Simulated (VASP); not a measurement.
# MoS2 (R3m) in VASP: a series of runs

MoS2 is run at these levels: PBEsol; tasks: electric field gradients, density of states.

Program: VASP 6.6.1. These are calculated values, not measurements. Logs are shortened: lines on timing, memory, paths and dates and some standing lists are left out, and cuts for length are marked.

**1. The cell of the first run**

The structure is trigonal, space group R3m (No. 160). The conventional cell has a = 3.163 Å, b = 3.163 Å, c = 18.370 Å, α = 90.00°, β = 90.00°, γ = 120.00°. Mo (site symmetry 3m) has 6 S at 2.36 Å within 3.1 Å. S (site symmetry 3m) has 3 Mo at 2.36 Å and 1 S at 3.00 Å within 3.1 Å. S (site symmetry 3m) has 3 Mo at 2.36 Å and 1 S at 3.00 Å within 3.1 Å.

**2. Electric field gradients, PBEsol**

INCAR reads:

```
PREC = Accurate
ENCUT = 520
EDIFF = 1E-8
ISMEAR = -1
SIGMA = 0.05
LREAL = False
LASPH = True
NELM = 100
ALGO = Normal
ISIF = 2
LWAVE = False
LCHARG = False
GGA = PS
LEFG = True
NBANDS = 20
```

KPOINTS reads:

```
regular mesh
0
Gamma
  13 13 13
```

POSCAR reads:

```
MoS2
1.0
    1.5815003568      0.9130796567      6.1233300000
   -1.5815003568      0.9130796567      6.1233300000
    0.0000000000     -1.8261593134      6.1233300000
Mo S
1 2
Direct
    0.0000000000      0.0000000000      0.0000000000
    0.7484000000      0.7484000000      0.7484000000
    0.5849000000      0.5849000000      0.5849000000
```

Potentials or basis: VASP PAW PBE potentials, release 64 (Mo_sv, S).

Command:

```sh
$ cat potpaw_PBE.64/Mo_sv/POTCAR potpaw_PBE.64/S/POTCAR > POTCAR
$ mpirun -np 1 vasp_std > vasp.out
```

OUTCAR:

```text
PREC = Accurate
   ENCUT = 520
   EDIFF = 1E-8
   ISMEAR = -1
   LREAL = False
   LASPH = True
   NELM = 100
   ISIF = 2
   GGA = PS

 ion  position               nearest neighbor table
   1  0.000  0.000  0.000-   2 2.36   2 2.36   2 2.36   3 2.36   3 2.36   3 2.36
   2  0.748  0.748  0.748-   1 2.36   1 2.36   1 2.36
   3  0.585  0.585  0.585-   1 2.36   1 2.36   1 2.36

  LATTYP: Found a trigonal (rhomboedric) cell.
 ALAT       =     6.3898378796
 COS(alpha) =     0.8774851014

  Lattice vectors:

 A1 = (   1.5815003568,   0.9130796567,   6.1233300000)
 A2 = (  -1.5815003568,   0.9130796567,   6.1233300000)
 A3 = (   0.0000000000,  -1.8261593134,   6.1233300000)

Analysis of symmetry for initial positions (statically):
=====================================================================
 Subroutine PRICEL returns:
 Original cell was already a primitive cell.

 Routine SETGRP: Setting up the symmetry group for a
 trigonal (rhombohedral) supercell.

 Subroutine GETGRP returns: Found  6 space group operations
 (whereof  6 operations were pure point group operations)
 out of a pool of 12 trial point group operations.

The static configuration has the point symmetry C_3v.

Analysis of symmetry for dynamics (positions and initial velocities):
=====================================================================
 Subroutine PRICEL returns:
 Original cell was already a primitive cell.

 Routine SETGRP: Setting up the symmetry group for a
 trigonal (rhombohedral) supercell.

 Subroutine GETGRP returns: Found  6 space group operations
 (whereof  6 operations were pure point group operations)
 out of a pool of 12 trial point group operations.

The dynamic configuration has the point symmetry C_3v.

 Subroutine INISYM returns: Found  6 space group operations
 (whereof  6 operations are pure point group operations),
 and found     1 'primitive' translations

----------------------------------------------------------------------------------------

                                     Primitive cell

  volume of cell :      53.0538

  direct lattice vectors                    reciprocal lattice vectors
     1.581500357  0.913079657  6.123330000     0.316155477  0.182532450  0.054436611
    -1.581500357  0.913079657  6.123330000    -0.316155477  0.182532450  0.054436611
     0.000000000 -1.826159313  6.123330000     0.000000000 -0.365064900  0.054436611

  length of vectors
     6.389837880  6.389837880  6.389837880     0.369101240  0.369101240  0.369101240

  position of ions in fractional coordinates (direct lattice)
     0.000000000  0.000000000  0.000000000
     0.748400000  0.748400000  0.748400000
     0.584900000  0.584900000  0.584900000

  ion indices of the primitive-cell ions
   primitive index   ion index
                 1           1
                 2           2
                 3           3

----------------------------------------------------------------------------------------

 KPOINTS: regular mesh

Automatic generation of k-mesh.
 Grid dimensions read from file:
 generate k-points for:   13   13   13

 Generating k-lattice:

  Cartesian coordinates                     Fractional coordinates (reciprocal lattice)
     0.024319652  0.014040958  0.004187432     0.076923077  0.000000000  0.000000000
    -0.024319652  0.014040958  0.004187432     0.000000000  0.076923077  0.000000000
     0.000000000 -0.028081915  0.004187432     0.000000000  0.000000000  0.076923077

  Length of vectors
     0.028392403  0.028392403  0.028392403

  Shift w.r.t. Gamma in fractional coordinates (k-lattice)
     0.000000000  0.000000000  0.000000000

 Subroutine IBZKPT returns following result:
 ===========================================

 Found    231 irreducible k-points:

 Following reciprocal coordinates:
            Coordinates               Weight
  0.000000  0.000000  0.000000      1.000000
  0.076923  0.000000  0.000000      6.000000
  0.153846  0.000000  0.000000      6.000000
  0.230769  0.000000  0.000000      6.000000
  0.307692  0.000000  0.000000      6.000000
  0.384615 -0.000000  0.000000      6.000000
[... 16 lines left out ...]
  0.384615  0.153846 -0.000000     12.000000
  0.461538  0.153846  0.000000     12.000000
 [... further k-points ...]
   k-points           NKPTS =    231   k-points in BZ     NKDIM =    231   number of bands    NBANDS=     20
   number of dos      NEDOS =    301   number of ions     NIONS =      3
   total plane-waves  NPLWV = 110592
   dimension x,y,z NGX =    48 NGY =   48 NGZ =   48
   dimension x,y,z NGXF=    96 NGYF=   96 NGZF=   96
   ions per type =               1   2
   NGX,Y,Z   is equivalent  to a cutoff of  12.49, 12.49, 12.49 a.u.
   NGXF,Y,Z  is equivalent  to a cutoff of  24.98, 24.98, 24.98 a.u.
 SYSTEM =  unknown system
   PREC   = accura    normal or accurate (medium, high low for compatibility)
   ISTART =      0    job   : 0-new  1-cont  2-samecut
   ICHARG =      2    charge: 1-file 2-atom 10-const
   ISPIN  =      1    spin polarized calculation?
   LNONCOLLINEAR =      F non collinear calculations
   LSORBIT =      F    spin-orbit coupling
   LASPH  =      T    aspherical Exc in radial PAW
   ENCUT  =  520.0 eV  38.22 Ry    6.18 a.u.  11.88 11.88 11.88*2*pi/ulx,y,z
   NELM   =    100;   NELMIN=  2; NELMDL= -5     # of ELM steps
   EDIFF  = 0.1E-07   stopping-criterion for ELM
   LREAL  =      F    real-space projection
   EDIFFG = 0.1E-06   stopping-criterion for IOM
   NSW    =      0    number of steps for IOM
   IBRION =     -1    ionic relax: 0-MD 1-quasi-New 2-CG
   NFREE  =      0    steps in history (QN), initial steepest desc. (CG)
   ISIF   =      2    stress and relaxation
   ISYM   =      2    0-nonsym 1-usesym 2-fastsym
   POTIM  = 0.5000    time-step for ionic-motion
   TEBEG  =    0.0;   TEEND  =   0.0 temperature during run
   PSTRESS=    0.0 pullay stress
   NELECT =      26.0000    total number of electrons
   NUPDOWN=      -1.0000    fix difference up-down
   EMIN   =  10.00;   EMAX   =-10.00  energy-range for DOS
   EFERMI =   0.00;   METHOD = LEGACY
   ISMEAR =    -1;   SIGMA  =   0.05  broadening in eV -4-tet -1-fermi 0-gaus
   EFERMI_NEDOS =   21; number of points for ismear=-14 and -15
   IALGO  =     38    algorithm
   IMIX   =      4    mixing-type and parameters
     AMIX     =   0.40;   BMIX     =  1.00
     AMIX_MAG =   1.60;   BMIX_MAG =  1.00
  volume/ion in A,a.u.               =      17.68       119.34
  Fermi-wavevector in a.u.,A,eV,Ry     =   1.290705  2.439079 22.666209  1.665919
  Thomas-Fermi vector in A             =   2.422520
   LORBIT       =      0    0 simple, 1 ext, 2 COOP (PROOUT), +10 PAW based schemes
   GGA     = PS    functional components
   LHFCALC =     F    Hartree Fock is set to
   AEXX    =    0.0000 exact exchange contribution
   IVDW    =     0    specifies the selected vdW correction
   LEPSILON=     F    determine dielectric tensor
   LRPA    =     F    only Hartree local field effects (RPA)
 non-spin polarized calculation
  energy-cutoff  :      520.00
  volume of cell :       53.05
 maximum number of plane-waves:      1443
   NGX = 23   NGY = 23   NGZ = 23

 number of electron      26.0000001 magnetization

 Free energy of the ion-electron system (eV)
  ---------------------------------------------------
  ext. energy  EPLUGINS =         0.00000000
  ---------------------------------------------------
  free energy    TOTEN  =       -23.39716859 eV

  energy without entropy =      -23.39716171  energy(sigma->0) =      -23.39716515

 E-fermi :   8.0318     XC(G=0): -10.9752

 val. band max:        7.7350383530   @ k =   0.4615   0.4615   0.4615
 cond. band min:       8.4781349118   @ k =  -0.3077   0.3077   0.0000
 fundamental gap:      0.7430965588
 Fermi energy:         8.0318269155

 k-point     1 :       0.0000    0.0000    0.0000
  band No.  band energies     occupation
      1     -53.8613      2.00000
      2     -28.0753      2.00000
      3     -27.8513      2.00000
      4     -27.8513      2.00000
      5      -7.6233      2.00000
      6      -5.7611      2.00000
[... 12 lines left out ...]
     19      15.6861      0.00000
     20      15.8679      0.00000
[... 507 lines left out ...]
 k-point    24 :       0.4615    0.1538    0.0000
  band No.  band energies     occupation
      1     -53.8212      2.00000
      2     -28.2048      2.00000
      3     -27.9940      2.00000
      4     -27.9850      2.00000
      5      -5.7507      2.00000
      6      -5.2926      2.00000
[... 12 lines left out ...]
     19      15.5434      0.00000
     20      16.1242      0.00000

 [... further k-points ...]
[... 5 lines left out ...]
  --------------------------------------------------------------------------------------
  -------------------------------------------------------------------------------------
  Total        0.5498194      0.5498194      3.0800131      0.0000000      0.0000000     -0.0000000
  in kB       16.6040394     16.6040394     93.0135592      0.0000000      0.0000000     -0.0000000
  external PRESSURE =      42.0738794 kB  Pullay stress =       0.0000000 kB

 VOLUME and BASIS-vectors are now :
 -----------------------------------------------------------------------------
  energy-cutoff  :      520.00
  volume of cell :       53.05
      direct lattice vectors                 reciprocal lattice vectors
     1.581500357  0.913079657  6.123330000     0.316155477  0.182532450  0.054436611
    -1.581500357  0.913079657  6.123330000    -0.316155477  0.182532450  0.054436611
     0.000000000 -1.826159313  6.123330000     0.000000000 -0.365064900  0.054436611

 POSITION                                       TOTAL-FORCE (eV/Angst)
 -----------------------------------------------------------------------------------
      0.00000      0.00000      0.00000         0.000000     -0.000000     -0.003417
      0.00000      0.00000     13.74810         0.000000     -0.000000      1.011751
      0.00000      0.00000     10.74461         0.000000      0.000000     -1.008334
 -----------------------------------------------------------------------------------
    total drift:                                0.000000      0.000000     -0.000006

  FREE ENERGIE OF THE ION-ELECTRON SYSTEM (eV)
  ---------------------------------------------------
  free  energy   TOTEN  =       -23.3971685921 eV

  energy  without entropy=      -23.3971617085  energy(sigma->0) =      -23.39716515

 Electric field gradients (V/A^2)
---------------------------------------------------------------------
 ion       V_xx      V_yy      V_zz      V_xy      V_xz      V_yz
---------------------------------------------------------------------
   1      46.783    46.783   -93.566     0.000     0.000    -0.000
   2      31.531    31.531   -63.063     0.000    -0.000    -0.000
   3      30.833    30.833   -61.665     0.000     0.000     0.000
---------------------------------------------------------------------

 Electric field gradients after diagonalization (V/A^2)
 (convention: |V_zz| > |V_xx| > |V_yy|)
----------------------------------------------------------------------
 ion       V_xx      V_yy      V_zz     asymmetry (V_yy - V_xx)/ V_zz
----------------------------------------------------------------------
   1      46.783    46.783   -93.566       0.000
   2      31.531    31.531   -63.063       0.000
   3      30.833    30.833   -61.665       0.000
----------------------------------------------------------------------

           NMR quadrupolar parameters

 Cq : quadrupolar parameter    Cq=e*Q*V_zz/h
 eta: asymmetry parameters     (V_yy - V_xx)/ V_zz
 Q  : nuclear electric quadrupole moment in mb (millibarn)
----------------------------------------------------------------------
 ion       Cq(MHz)       eta       Q (mb)
----------------------------------------------------------------------
   1      -0.226       0.000       1.000
   2      -0.152       0.000       1.000
   3      -0.149       0.000       1.000
----------------------------------------------------------------------
```

Wall time 17 min (1 thread of AMD EPYC 7R43 (Zen 3), shared host); peak memory 0.42 GiB.

What came out:

```yaml
Free_energy: -23.3972 eV
Pressure: 4.2 GPa
Largest_force: 1.012 eV/Å
Band_gap_on_the_k_mesh: 0.74 eV, indirect (least direct gap 1.82 eV)
```

Forces on the atoms (eV/Å):
```
Mo   0.000  0.000 -0.003
S    0.000  0.000  1.012
S    0.000  0.000 -1.008
```

Stress tensor (GPa, compression positive):
```
1.66 0.00 0.00
0.00 1.66 0.00
0.00 0.00 9.30
```

Levels at points of the mesh, in eV from the valence-band top:
```csv
k point,band 10,band 11,band 12,band 13,band 14,band 15,band 16,band 17
"(0.00, 0.00, 0.00)",-2.65,-2.65,-1.31,-1.19,1.91,1.91,2.44,2.44
```

Electric field gradients, principal values (V/Å²):
| atom | least | middle | greatest (by size) |
| --- | --- | --- | --- |
| 1 Mo | 46.783 | 46.783 | -93.566 |
| 2 S | 31.531 | 31.531 | -63.063 |
| 3 S | 30.833 | 30.833 | -61.665 |

Caveat: without QUAD_EFG the Cq values of the log hold for a quadrupole moment of 1 mb, not for the nuclei; the PAW data sets were made with another functional, which shifts forces and pressure a little. A k mesh can miss the band edges.

[end of part 1 of 3]
